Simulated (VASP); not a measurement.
The system is BiTe2As.

```xyz
4
Lattice="2.1136 1.2203 7.4375 -2.1136 1.2203 7.4375 0.0000 -2.4405 7.4375" Properties=species:S:1:pos:R:3 pbc="T T T"
Bi    0.0000    0.0000    0.0000
Te    0.0000    0.0000    4.9534
Te    0.0000    0.0000   17.3591
As    0.0000    0.0000   11.1562
```

- Program: VASP 6.6.1
- Task: relaxation of cell and atoms
- Functional: PBE
- Potentials or basis: VASP PAW PBE potentials, release 64 (Bi_d, Te, As)
- Cutoff: 600 eV
- k mesh: 6 × 6 × 6
- Occupations: gaussian, width 0.1 eV
- Spin: no spin polarisation

At the start: pressure 6.5 GPa; volume 28.77 Å³/atom.

Problem. Where does the relaxation end?

Solution. Over 13 steps the energy falls by 324.4 meV/atom and the volume is 30.13 Å³/atom (+4.7 %); space group R-3m (No. 166, to 0.1 Å) before and after.

The path:
| step | energy change (eV) | largest force (eV/Å) | pressure (GPa) | volume (Å³) |
| --- | --- | --- | --- | --- |
| 1 | 0.0000 | 2.6040 | 6.49 | 115.09 |
| 2 | -0.5919 | 1.2341 | -3.32 | 135.61 |
| 3 | -0.6000 | 1.3733 | -2.50 | 132.99 |
| 4 | -0.9038 | 1.1492 | -2.10 | 128.54 |
| 5 | -1.2823 | 0.2023 | 0.71 | 118.48 |
| 6 | -1.2831 | 0.0973 | 1.06 | 117.73 |
| 7 | -1.2834 | 0.1389 | 0.91 | 118.02 |
| 8 | -1.2920 | 0.0412 | -0.56 | 121.27 |
| 9 | -1.2936 | 0.0077 | -0.13 | 120.31 |
| 10 | -1.2961 | 0.0165 | -0.03 | 120.16 |
| 11 | -1.2973 | 0.0454 | 0.09 | 119.97 |
| 12 | -1.2973 | 0.0492 | 0.11 | 119.94 |
| 13 | -1.2977 | 0.0276 | -0.14 | 120.52 |

Final structure:
```yaml
crystal:
  lattice:
    - [2.16491, 1.24991, 7.42325]
    - [-2.16491, 1.24991, 7.42325]
    - [0.00000, -2.49982, 7.42325]
  atoms:
    - { symbol: Bi, position: [0.00000, 0.00000, 0.00000] }
    - { symbol: Te, position: [0.24235, 0.24235, 0.24235] }
    - { symbol: Te, position: [0.75765, 0.75765, 0.75765] }
    - { symbol: As, position: [0.50000, 0.50000, 0.50000] }
```
